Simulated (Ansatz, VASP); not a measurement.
**IrRh4 in VASP and in Ansatz**

```xyz
5
Lattice="-3.0336 3.0336 1.9175 3.0336 -3.0336 1.9175 3.0336 3.0336 -1.9175" Properties=species:S:1:pos:R:3 pbc="T T T"
Ir    0.0000    0.0000    0.0000
Rh    3.6484    1.2176    0.0000
Rh   -0.6148    1.8160    1.9175
Rh    1.8160    0.6148    1.9175
Rh    1.2176    2.4189    0.0000
```

Alike in both runs: functional PBE; k mesh 12 × 12 × 12; occupations gaussian, width 0.1 eV; no spin polarisation.

Ansatz relaxed the structure, and its values are those at the end. VASP's run is a single point on that final structure, the one shown.

|  | VASP | Ansatz |
| --- | --- | --- |
| version | VASP 6.6.1 | Ansatz 0.2.0 |
| potentials or method | VASP PAW PBE potentials, release 64 (Ir, Rh_pv), cutoff 520 eV | scalar-relativistic, plane waves, PAW |
| valence electrons in the cell | 69 | 85 |

```csv
,VASP,Ansatz,Ansatz less VASP
gap on the k mesh at the Fermi level (eV),none,none,-
pressure (GPa),0.1,0.0,-0.09
rms of the force components (eV/Å),0.002,0.007,+0.0050
```

A gap of «none» marks a metal or a gap that the smearing closes. VASP's potentials hold 69 valence electrons a cell and Ansatz's 85, so a difference there can come from the potentials and not from the codes.

Neither program's run includes spin-orbit coupling.
